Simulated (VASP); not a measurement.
Crystal: KI.

```xyz
2
Lattice="0.0000 3.4850 3.4850 3.4850 0.0000 3.4850 3.4850 3.4850 0.0000" Properties=species:S:1:pos:R:3 pbc="T T T"
I     3.4850    3.4850    3.4850
K     0.0000    0.0000    0.0000
```

Base run:

```yaml
Program: VASP 6.6.1
Functional: r2SCAN
Potentials_or_basis: VASP PAW PBE potentials, release 64 (I, K_sv)
Cutoff: 520 eV
k_mesh: 7 × 7 × 7
Occupations: fermi-dirac, width 0.05 eV
Spin: no spin polarisation
```

Its results: band gap on the k mesh 4.72 eV, direct; pressure 0.7 GPa.

Task: The run is repeated on the same cell with these changes: functional from r2SCAN to PBEsol. What comes out?

Result: Band gap on the k mesh 3.90 eV, direct; pressure 0.2 GPa.

r2SCAN gives the wider gap, since meta-GGAs in the generalised Kohn-Sham scheme recover part of the derivative discontinuity.

Caveats: the PAW data sets were made with another functional, which shifts forces and pressure a little; spin-orbit coupling is left out, which moves the levels of the heavy elements.

A k mesh can miss the band edges.
